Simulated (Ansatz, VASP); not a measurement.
# BPt in VASP and in Ansatz

```xyz
2
Lattice="2.1497 -2.1496 0.0000 2.1497 2.1496 0.0000 0.0000 0.0000 2.8761" Properties=species:S:1:pos:R:3 pbc="T T T"
B     2.1497    0.0000    0.0000
Pt    0.0000    0.0000    0.0000
```

Alike in both runs: functional PBE; k mesh 6 × 6 × 8; occupations gaussian, width 0.1 eV; no spin polarisation.

Ansatz relaxed the structure, and its values are those at the end. VASP's run is a single point on that final structure, the one shown.

|  | VASP | Ansatz |
| --- | --- | --- |
| version | VASP 6.6.1 | Ansatz 0.2.0 |
| potentials or method | VASP PAW PBE potentials, release 64 (B, Pt), cutoff 520 eV | scalar-relativistic, plane waves, PAW |
| valence electrons in the cell | 13 | 21 |

Ansatz gave:

| Property | Result |
| --- | --- |
| gap on the k mesh at the Fermi level (eV) | none |
| pressure (GPa) | 0.1 |

Question: Which values does VASP return?

Answer: gap on the k mesh at the Fermi level (eV): none; pressure (GPa): 0.0.

A gap of «none» marks a metal or a gap that the smearing closes. With one functional, cell and mesh, what is left measures potentials, basis and numerics. VASP's potentials hold 13 valence electrons a cell and Ansatz's 21, so a difference there can come from the potentials and not from the codes.

Neither program's run includes spin-orbit coupling.
